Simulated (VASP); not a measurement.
Set up this calculation in VASP 6.6.1, as the native input.

```
Task                   : single point
Functional             : PBE
Potentials or basis    : VASP PAW PBE potentials, release 64 (Ta_pv, N)
Cutoff                 : 520 eV
k mesh                 : 18 × 18 × 10
Occupations            : gaussian, width 0.1 eV
Spin                   : no spin polarisation
Dipole correction      : no
Further INCAR settings : ALGO = Normal; EDIFF = 1e-06; NBANDS = 20
```

The structure of Ta2N lies in POSCAR:

```
Ta2N
1.0
    3.1011263898      0.0000000000      0.0000000000
   -1.5505631949      2.6856542339      0.0000000000
    0.0000000000      0.0000000000      4.8819494998
Ta N
2 1
Direct
    0.6666666667      0.3333333333      0.7449004294
    0.3333333333      0.6666666667      0.2550995706
    0.0000000000      0.0000000000      0.0000000000
```

These files were run (other wordings do the same):

INCAR

```
SYSTEM = Ta2N
ALGO = Normal
EDIFF = 1E-6
ENCUT = 520
GGA = PE
ISIF = 2
ISMEAR = 0
LASPH = .TRUE.
LCHARG = .FALSE.
LREAL = .FALSE.
LWAVE = .FALSE.
NBANDS = 20
NELM = 100
PREC = Accurate
SIGMA = 0.1
```

KPOINTS

```
k-points
0
G
  18 18 10
  0 0 0
```

Potentials or basis: VASP PAW PBE potentials, release 64 (Ta_pv, N).

Run with:

```sh
$ cat potpaw_PBE.64/Ta_pv/POTCAR potpaw_PBE.64/N/POTCAR > POTCAR
$ mpirun -np 1 vasp_std > vasp.out
```

Results of the run:

The pressure is 0.4 GPa and the largest force is 0.045 eV/Å. The band gap on the k mesh is zero (an odd number of electrons rules out a gap without spin polarisation).

Caveat: spin-orbit coupling is left out, which moves the levels of the heavy elements.

Wall time 2 min on 1 thread of Intel(R) Xeon(R) Platinum 8488C (Sapphire Rapids), on a shared host, peak memory 0.35 GiB.
